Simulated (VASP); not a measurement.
# GaB (P4/mmm) in VASP: settings compared

GaB is run at these levels: PBE-based screened hybrid with 50 % exact exchange, PBE0, PBE; tasks: single point, relaxation of cell and atoms.

Program: VASP 6.6.1. These are calculated values, not measurements. Logs are shortened: lines on timing, memory, paths and dates and some standing lists are left out, and cuts for length are marked.

**1. The cell of the first run**

It takes space group P4/mmm (No. 123, tetragonal). Conventional cell: a = 2.718 Å, b = 2.718 Å, c = 3.236 Å, α = 90.00°, β = 90.00°, γ = 90.00°. Within 3.3 Å of Ga (site symmetry 4/mmm) lie 8 B at 2.51 Å and 6 Ga at 2.72 to 3.24 Å. Within 3.3 Å of B (site symmetry 4/mmm) lie 8 Ga at 2.51 Å and 6 B at 2.72 to 3.24 Å.

**2. Single point, PBE-based screened hybrid with 50 % exact exchange**

POSCAR

```
GaB
1.0
    2.7182400000      0.0000000000      0.0000000000
    0.0000000000      2.7182400000      0.0000000000
    0.0000000000      0.0000000000      3.2362100000
Ga B
1 1
Direct
    0.5000000000      0.5000000000      0.5000000000
    0.0000000000      0.0000000000      0.0000000000
```

INCAR.step1

```
PREC = Accurate
ENCUT = 520
EDIFF = 1E-5
ISMEAR = -1
SIGMA = 0.05
LREAL = False
LASPH = True
NELM = 80
ALGO = Normal
ISIF = 2
LWAVE = True
LCHARG = False
GGA = PE
NBANDS = 15
```

INCAR.step2

```
PREC = Accurate
ENCUT = 520
EDIFF = 1E-6
ISMEAR = -1
SIGMA = 0.05
LREAL = False
LASPH = True
NELM = 80
ALGO = Normal
ISIF = 2
LWAVE = False
LCHARG = False
GGA = PE
LHFCALC = True
AEXX = 0.5
HFSCREEN = 0.2
PRECFOCK = Normal
ISTART = 1
NBANDS = 15
```

KPOINTS

```
regular mesh
0
Gamma
  5 5 4
```

Potentials or basis: VASP PAW PBE potentials, release 64 (Ga_d, B).

Launch:

```
cat potpaw_PBE.64/Ga_d/POTCAR potpaw_PBE.64/B/POTCAR > POTCAR
cp INCAR.step1 INCAR
mpirun -np 1 vasp_std > vasp.out
cp INCAR.step2 INCAR
mpirun -np 1 vasp_std > vasp.out
```

OUTCAR:

```text
PREC = Accurate
   ENCUT = 520
   EDIFF = 1E-6
   ISMEAR = -1
   LREAL = False
   LASPH = True
   NELM = 80
   ISIF = 2
   GGA = PE
   LHFCALC = True
   AEXX = 0.5
   HFSCREEN = 0.2
   PRECFOCK = Normal
   ISTART = 1

 ion  position               nearest neighbor table
   1  0.500  0.500  0.500-   2 2.51   2 2.51   2 2.51   2 2.51   2 2.51   2 2.51   2 2.51   2 2.51

   2  0.000  0.000  0.000-   1 2.51   1 2.51   1 2.51   1 2.51   1 2.51   1 2.51   1 2.51   1 2.51

  LATTYP: Found a simple tetragonal cell.
 ALAT       =     2.7182400000
 C/A-ratio  =     1.1905534463

  Lattice vectors:

 A1 = (   2.7182400000,   0.0000000000,   0.0000000000)
 A2 = (   0.0000000000,   2.7182400000,   0.0000000000)
 A3 = (   0.0000000000,   0.0000000000,   3.2362100000)

Analysis of symmetry for initial positions (statically):
=====================================================================
 Subroutine PRICEL returns:
 Original cell was already a primitive cell.

 Routine SETGRP: Setting up the symmetry group for a
 simple tetragonal supercell.

 Subroutine GETGRP returns: Found 16 space group operations
 (whereof 16 operations were pure point group operations)
 out of a pool of 16 trial point group operations.

The static configuration has the point symmetry D_4h.

Analysis of symmetry for dynamics (positions and initial velocities):
=====================================================================
 Subroutine PRICEL returns:
 Original cell was already a primitive cell.

 Routine SETGRP: Setting up the symmetry group for a
 simple tetragonal supercell.

 Subroutine GETGRP returns: Found 16 space group operations
 (whereof 16 operations were pure point group operations)
 out of a pool of 16 trial point group operations.

The dynamic configuration has the point symmetry D_4h.

 Subroutine INISYM returns: Found 16 space group operations
 (whereof 16 operations are pure point group operations),
 and found     1 'primitive' translations

----------------------------------------------------------------------------------------

                                     Primitive cell

  volume of cell :      23.9118

  direct lattice vectors                    reciprocal lattice vectors
     2.718240000  0.000000000  0.000000000     0.367885102  0.000000000  0.000000000
     0.000000000  2.718240000  0.000000000     0.000000000  0.367885102  0.000000000
     0.000000000  0.000000000  3.236210000     0.000000000  0.000000000  0.309003433

  length of vectors
     2.718240000  2.718240000  3.236210000     0.367885102  0.367885102  0.309003433

  position of ions in fractional coordinates (direct lattice)
     0.500000000  0.500000000  0.500000000
     0.000000000  0.000000000  0.000000000

  ion indices of the primitive-cell ions
   primitive index   ion index
                 1           1
                 2           2

----------------------------------------------------------------------------------------

 KPOINTS: regular mesh

Automatic generation of k-mesh.
 Grid dimensions read from file:
 generate k-points for:    5    5    4

 Generating k-lattice:

  Cartesian coordinates                     Fractional coordinates (reciprocal lattice)
     0.073577020  0.000000000  0.000000000     0.200000000  0.000000000  0.000000000
     0.000000000  0.073577020  0.000000000     0.000000000  0.200000000  0.000000000
     0.000000000  0.000000000  0.077250858     0.000000000  0.000000000  0.250000000

  Length of vectors
     0.073577020  0.073577020  0.077250858

  Shift w.r.t. Gamma in fractional coordinates (k-lattice)
     0.000000000  0.000000000  0.000000000

 Subroutine IBZKPT returns following result:
 ===========================================

 Found     18 irreducible k-points:

 Following reciprocal coordinates:
            Coordinates               Weight
  0.000000  0.000000  0.000000      1.000000
  0.200000  0.000000  0.000000      4.000000
  0.400000  0.000000  0.000000      4.000000
  0.200000  0.200000  0.000000      4.000000
  0.400000  0.200000  0.000000      8.000000
  0.400000  0.400000  0.000000      4.000000
[... 10 lines left out ...]
  0.400000  0.200000  0.500000      8.000000
  0.400000  0.400000  0.500000      4.000000
   k-points           NKPTS =     18   k-points in BZ     NKDIM =    100   number of bands    NBANDS=     15
   number of dos      NEDOS =    301   number of ions     NIONS =      2
   total plane-waves  NPLWV =   9600
   dimension x,y,z NGX =    20 NGY =   20 NGZ =   24
   dimension x,y,z NGXF=    40 NGYF=   40 NGZF=   48
   ions per type =               1   1
   NGX,Y,Z   is equivalent  to a cutoff of  12.23, 12.23, 12.33 a.u.
   NGXF,Y,Z  is equivalent  to a cutoff of  24.46, 24.46, 24.66 a.u.
 SYSTEM =  unknown system
   PREC   = accura    normal or accurate (medium, high low for compatibility)
   ISTART =      1    job   : 0-new  1-cont  2-samecut
   ICHARG =      0    charge: 1-file 2-atom 10-const
   ISPIN  =      1    spin polarized calculation?
   LNONCOLLINEAR =      F non collinear calculations
   LSORBIT =      F    spin-orbit coupling
   LASPH  =      T    aspherical Exc in radial PAW
   ENCUT  =  520.0 eV  38.22 Ry    6.18 a.u.   5.05  5.05  6.02*2*pi/ulx,y,z
   NELM   =     80;   NELMIN=  2; NELMDL=  0     # of ELM steps
   EDIFF  = 0.1E-05   stopping-criterion for ELM
   LREAL  =      F    real-space projection
   EDIFFG = 0.1E-04   stopping-criterion for IOM
   NSW    =      0    number of steps for IOM
   IBRION =     -1    ionic relax: 0-MD 1-quasi-New 2-CG
   NFREE  =      0    steps in history (QN), initial steepest desc. (CG)
   ISIF   =      2    stress and relaxation
   ISYM   =      3    0-nonsym 1-usesym 2-fastsym
   POTIM  = 0.5000    time-step for ionic-motion
   TEBEG  =    0.0;   TEEND  =   0.0 temperature during run
   PSTRESS=    0.0 pullay stress
   NELECT =      16.0000    total number of electrons
   NUPDOWN=      -1.0000    fix difference up-down
   EMIN   =  10.00;   EMAX   =-10.00  energy-range for DOS
   EFERMI =   0.00;   METHOD = LEGACY
   ISMEAR =    -1;   SIGMA  =   0.05  broadening in eV -4-tet -1-fermi 0-gaus
   EFERMI_NEDOS =   21; number of points for ismear=-14 and -15
   IALGO  =     38    algorithm
   IMIX   =      1    mixing-type and parameters
     AMIX     =   0.40;   BMIX     =  1.00
     AMIX_MAG =   1.60;   BMIX_MAG =  1.00
  volume/ion in A,a.u.               =      11.96        80.68
  Fermi-wavevector in a.u.,A,eV,Ry     =   1.431894  2.705886 27.896285  2.050319
  Thomas-Fermi vector in A             =   2.551580
   LORBIT       =      0    0 simple, 1 ext, 2 COOP (PROOUT), +10 PAW based schemes
   GGA     = PE    functional components
   LHFCALC =     T    Hartree Fock is set to
   PRECFOCK=normal    Normal, Fast or Accurate (Low or Medium for compatibility)
   ENCUT4O =  -1.0   cutoff for four orbital integrals eV
   NKREDX  =     1    reduce k-point grid by
   NKREDY  =     1    reduce k-point grid by
   NKREDZ  =     1    reduce k-point grid by
   AEXX    =    0.5000 exact exchange contribution
   HFSCREEN=    0.2000 screening length (either q_TF or 0.3 A-1)
   HFSCREENC=   0.2000 screening length for correlation (either q_TF or 0.3 A-1)
   ENCUTFOCK=  -1.0 apply spherical cutoff to Coloumb kernel
   IVDW    =     0    specifies the selected vdW correction
   LEPSILON=     F    determine dielectric tensor
   LRPA    =     F    only Hartree local field effects (RPA)
 non-spin polarized calculation
  energy-cutoff  :      520.00
  volume of cell :       23.91
 maximum number of plane-waves:       654
  NGX = 16; NGY = 16; NGZ = 20

 number of electron      16.0000025 magnetization

 Free energy of the ion-electron system (eV)
  ---------------------------------------------------
  ext. energy  EPLUGINS =         0.00000000
  ---------------------------------------------------
  free energy    TOTEN  =        -9.20567453 eV

  energy without entropy =       -9.19943796  energy(sigma->0) =       -9.20255625

 E-fermi :   6.9275     XC(G=0):  -7.5213

 val. band max:        6.9242526986   @ k =   0.4000   0.4000   0.2500
 cond. band min:       7.5874370058   @ k =   0.2000   0.2000   0.2500
 fundamental gap:      0.6631843072
 Fermi energy:         6.9275234293

 k-point     1 :       0.0000    0.0000    0.0000
  band No.  band energies     occupation
      1     -14.3975      2.00000
      2     -14.2306      2.00000
      3     -13.9703      2.00000
      4     -13.9703      2.00000
      5     -13.8977      2.00000
      6      -9.9907      2.00000
      7       4.3943      2.00000
      8       9.6308      0.00000
      9      10.5856      0.00000
     10      10.5857      0.00000
     11      17.4040      0.00000
     12      17.4245      0.00000
     13      22.9689      0.00000
     14      24.1382      0.00000
     15      24.1382      0.00000

 k-point     2 :       0.2000    0.0000    0.0000
  band No.  band energies     occupation
      1     -14.3249      2.00000
      2     -14.1631      2.00000
      3     -14.0424      2.00000
      4     -13.9635      2.00000
      5     -13.9515      2.00000
      6      -9.0494      2.00000
      7       5.0906      2.00000
      8       5.5196      2.00000
      9      10.3905      0.00000
     10      11.4435      0.00000
     11      18.1561      0.00000
     12      19.6320      0.00000
     13      19.9028      0.00000
     14      23.4472      0.00000
     15      24.9004      0.00000
[... 257 lines left out ...]
      3     -14.0913      2.00000
      4     -14.0693      2.00000
      5     -13.8794      2.00000
      6      -1.2405      2.00000
      7      -0.5988      2.00000
      8       3.3348      2.00000
      9       5.0027      2.00000
     10      10.9386      0.00000
     11      14.4024      0.00000
     12      16.9611      0.00000
     13      18.9251      0.00000
     14      26.6709      0.00000
     15      28.6578      0.00000

 k-point    18 :       0.4000    0.4000    0.5000
  band No.  band energies     occupation
      1     -14.2631      2.00000
      2     -14.2099      2.00000
      3     -14.1963      2.00000
      4     -13.8833      2.00000
      5     -13.8318      2.00000
      6       1.3223      2.00000
      7       2.6011      2.00000
      8       5.5130      2.00000
      9       5.9832      2.00000
     10       7.7254      0.00000
     11       8.2801      0.00000
     12      11.6486      0.00000
     13      13.1530      0.00000
     14      27.5942      0.00000
     15      32.1631      0.00000

------------------------ aborting loop because EDIFF is reached ----------------------------------------

  FORCE on cell =-STRESS in cart. coord.  units (eV):
  Direction    XX          YY          ZZ          XY          YZ          ZX
  --------------------------------------------------------------------------------------
  -------------------------------------------------------------------------------------
  Total       -0.6879232     -0.6879232     -1.2230923      0.0000000     -0.0000000     -0.0000000
  in kB      -46.0933438    -46.0933438    -81.9516158      0.0000000     -0.0000000     -0.0000000
  external PRESSURE =     -58.0461012 kB  Pullay stress =       0.0000000 kB

 VOLUME and BASIS-vectors are now :
 -----------------------------------------------------------------------------
  energy-cutoff  :      520.00
  volume of cell :       23.91
      direct lattice vectors                 reciprocal lattice vectors
     2.718240000  0.000000000  0.000000000     0.367885102  0.000000000  0.000000000
     0.000000000  2.718240000  0.000000000     0.000000000  0.367885102  0.000000000
     0.000000000  0.000000000  3.236210000     0.000000000  0.000000000  0.309003433

 POSITION                                       TOTAL-FORCE (eV/Angst)
 -----------------------------------------------------------------------------------
      1.35912      1.35912      1.61810         0.000000      0.000000      0.000000
      0.00000      0.00000      0.00000         0.000000      0.000000      0.000000
 -----------------------------------------------------------------------------------
    total drift:                               -0.000031      0.000021      0.000002

  FREE ENERGIE OF THE ION-ELECTRON SYSTEM (eV)
  ---------------------------------------------------
  free  energy   TOTEN  =        -9.2056745330 eV

  energy  without entropy=       -9.1994379612  energy(sigma->0) =       -9.20255625
```

Run time: 17 min. Hardware: 1 thread of Intel Xeon 8259CL, shared host; peak memory 0.24 GiB.

Results:

```
Free energy            : -9.2057 eV
Pressure               : -5.8 GPa
Band gap on the k mesh : zero (bands 8 and 9 overlap by 8.87 eV)
```

Stress tensor (GPa, compression positive):
```
-4.61  0.00  0.00
 0.00 -4.61  0.00
 0.00  0.00 -8.20
```

Caveat: the k points lie up to 0.49 Å⁻¹ apart, too coarse for converged energies and pressures of a metal; the PAW data sets were made with another functional, which shifts forces and pressure a little.

**3. Single point, PBE0**

POSCAR is that of step 2.

INCAR.step1

```
SYSTEM = GaB
  ALGO = Normal
  EDIFF = 1E-5
  ENCUT = 520
  GGA = PE
  ISIF = 2
  ISMEAR = -1
  LASPH = .True.
  LCHARG = .False.
  LREAL = .False.
  LWAVE = .True.
  NBANDS = 15
  NELM = 60
  PREC = Accurate
  SIGMA = 0.05
```

INCAR.step2

```
SYSTEM = GaB
  AEXX = 0.25
  ALGO = Normal
  EDIFF = 1E-6
  ENCUT = 520
  GGA = PE
  ISIF = 2
  ISMEAR = -1
  ISTART = 1
  LASPH = .True.
  LCHARG = .False.
  LHFCALC = .True.
  LREAL = .False.
  LWAVE = .False.
  NBANDS = 15
  NELM = 60
  PREC = Accurate
  PRECFOCK = Normal
  SIGMA = 0.05
```

KPOINTS

```
k-points
0
Gamma
  5 5 4
  0 0 0
```

Potentials or basis: VASP PAW PBE potentials, release 64 (Ga_d, B).

Launch:

```
cat potpaw_PBE.64/Ga_d/POTCAR potpaw_PBE.64/B/POTCAR > POTCAR
cp INCAR.step1 INCAR
mpirun -np 1 vasp_std > vasp.out
cp INCAR.step2 INCAR
mpirun -np 1 vasp_std > vasp.out
```

Wall time 15 min (1 thread of Intel Xeon 8259CL, shared host); peak memory 0.14 GiB.

It converged, with:

- Free energy: -8.7445 eV
- Pressure: -4.5 GPa
- Band gap on the k mesh: zero (bands 8 and 9 overlap by 8.64 eV)

Stress tensor (GPa, compression positive):
```
-3.29  0.00  0.00
 0.00 -3.29  0.00
 0.00  0.00 -6.96
```

Levels at points of the mesh, in eV from the Fermi level:
```csv
k point,band 5,band 6,band 7,band 8,band 9,band 10,band 11,band 12
"(0.00, 0.00, 0.00)",-18.20,-15.56,-2.49,2.65,3.53,3.53,10.17,10.38
"(0.00, 0.00, 0.50)",-18.20,-11.78,-11.71,5.53,5.53,9.59,10.86,10.86
```

Caveat: the k points lie up to 0.49 Å⁻¹ apart, too coarse for converged energies and pressures of a metal; the PAW data sets were made with another functional, which shifts forces and pressure a little.

**4. Single point, PBE**

INCAR

```
  ALGO = Normal
  EDIFF = 1E-6
  ENCUT = 520
  GGA = PE
  ISIF = 2
  ISMEAR = -1
  LASPH = T
  LCHARG = T
  LELF = T
  LREAL = F
  LVHAR = T
  LWAVE = F
  NBANDS = 15
  NELM = 80
  PREC = Accurate
  SIGMA = 0.05
```

KPOINTS

```
k-points
0
Gamma
  10 10 8
```

POSCAR

```
GaB
1.0
    2.7252348355      0.0000000000      0.0000000000
    0.0000000000      2.7252348355      0.0000000000
    0.0000000000      0.0000000000      3.2192830013
Ga B
1 1
Direct
    0.5000000000      0.5000000000      0.5000000000
    0.0000000000      0.0000000000      0.0000000000
```

Launch:

```
cat potpaw_PBE.64/Ga_d/POTCAR potpaw_PBE.64/B/POTCAR > POTCAR
mpirun -np 1 vasp_std > vasp.out
```

Run time: 26 s. Hardware: 1 thread of Intel Xeon 8259CL, shared host; peak memory 0.16 GiB.

The run converged. Its results:

```yaml
Free_energy: -7.1511 eV
Pressure: 0.1 GPa
Band_gap_on_the_k_mesh: zero (bands 8 and 9 overlap by 8.49 eV)
```

Levels at points of the mesh, in eV from the Fermi level:
| k point | band 4 | band 5 | band 6 | band 7 | band 8 | band 9 | band 10 | band 11 | band 12 | band 13 |
| --- | --- | --- | --- | --- | --- | --- | --- | --- | --- | --- |
| (0.00, 0.00, 0.00) | -14.83 | -14.78 | -13.32 | -1.55 | 2.06 | 2.63 | 2.63 | 9.05 | 9.49 | 13.26 |
| (0.50, 0.00, 0.00) | -14.89 | -14.81 | -8.63 | -8.26 | 1.97 | 5.00 | 5.63 | 5.66 | 5.71 | 11.20 |
| (0.50, 0.50, 0.00) | -14.89 | -14.63 | -4.50 | -4.50 | -3.58 | -2.01 | 3.32 | 7.79 | 7.79 | 10.03 |
| (0.00, 0.00, 0.50) | -14.87 | -14.78 | -9.88 | -9.80 | 4.30 | 4.30 | 7.98 | 9.56 | 9.56 | 9.89 |
| (0.50, 0.00, 0.50) | -14.84 | -14.72 | -5.44 | -5.31 | -5.04 | -4.19 | 5.42 | 10.28 | 11.89 | 13.76 |
| (0.50, 0.50, 0.50) | -14.74 | -14.63 | -2.02 | -1.31 | -1.31 | -0.43 | 0.15 | 0.15 | 1.31 | 1.53 |

[end of part 1 of 2]
